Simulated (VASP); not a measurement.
## Mg3BeTe4: single point with PBE

The system is Mg3BeTe4.

```xyz
8
Lattice="6.3071 -0.0031 -0.0004 -0.0032 6.3102 0.0005 -0.0004 0.0006 6.3010" Properties=species:S:1:pos:R:3 pbc="T T T"
Mg    3.1524    6.3095    3.1501
Mg   -0.0016    3.1621    3.1495
Mg    3.1498    3.1481    6.3052
Be    0.0001   -0.0016   -0.0047
Te    1.4533    4.8571    4.8536
Te    4.8508    4.8573    1.4474
Te    4.8560    1.4527    4.8501
Te    1.4460    1.4488    1.4535
```

```json
{
 "Program": "VASP 6.6.1",
 "Task": "single point",
 "Functional": "PBE",
 "Potentials or basis": "VASP PAW PBE potentials, release 64 (Mg, Be, Te)",
 "Cutoff": "520 eV",
 "k mesh": "2 × 2 × 2",
 "Occupations": "gaussian, width 0.1 eV",
 "Spin": "no spin polarisation"
}
```

- Pressure: 0.0 GPa
- Largest force: 0.023 eV/Å
- Band gap on the k mesh: 2.32 eV

Forces in eV/Å, atoms in the order of the input:
```
Mg  -0.004  0.003  0.002
Mg  -0.001 -0.009  0.001
Mg   0.001  0.002 -0.005
Be   0.000  0.005  0.007
Te  -0.018  0.012  0.008
Te   0.016  0.006 -0.010
Te   0.012 -0.013  0.010
Te  -0.007 -0.006 -0.014
```

Levels at points of the mesh, in eV from the valence-band top:
| k point | band 13 | band 14 | band 15 | band 16 | band 17 | band 18 | band 19 | band 20 |
| --- | --- | --- | --- | --- | --- | --- | --- | --- |
| (0.00, 0.00, 0.00) | -1.24 | -0.01 | 0.00 | 0.00 | 2.32 | 2.67 | 2.67 | 2.67 |
| (0.50, 0.00, 0.00) | -0.96 | -0.95 | -0.54 | -0.54 | 3.29 | 3.70 | 3.92 | 4.33 |
| (0.00, 0.50, 0.00) | -0.96 | -0.95 | -0.54 | -0.54 | 3.29 | 3.71 | 3.92 | 4.34 |
| (0.50, 0.50, 0.00) | -0.71 | -0.70 | -0.58 | -0.26 | 3.43 | 3.73 | 4.43 | 4.44 |
| (0.00, 0.00, 0.50) | -0.96 | -0.95 | -0.55 | -0.54 | 3.29 | 3.70 | 3.92 | 4.33 |
| (0.50, 0.00, 0.50) | -0.70 | -0.70 | -0.58 | -0.25 | 3.44 | 3.74 | 4.45 | 4.45 |
| (0.00, 0.50, 0.50) | -0.70 | -0.70 | -0.58 | -0.25 | 3.43 | 3.74 | 4.44 | 4.44 |
| (0.50, 0.50, 0.50) | -0.40 | -0.40 | -0.39 | -0.39 | 2.49 | 3.11 | 3.11 | 3.11 |

Wall time 42 s on 1 thread of AMD EPYC 9R45 96-Core Processor (Zen 5) (shared host), peak memory 0.31 GiB.

Caveat: the k points lie up to 0.50 Å⁻¹ apart; spin-orbit coupling is left out, which moves the levels of the heavy elements. A k mesh can miss the band edges.
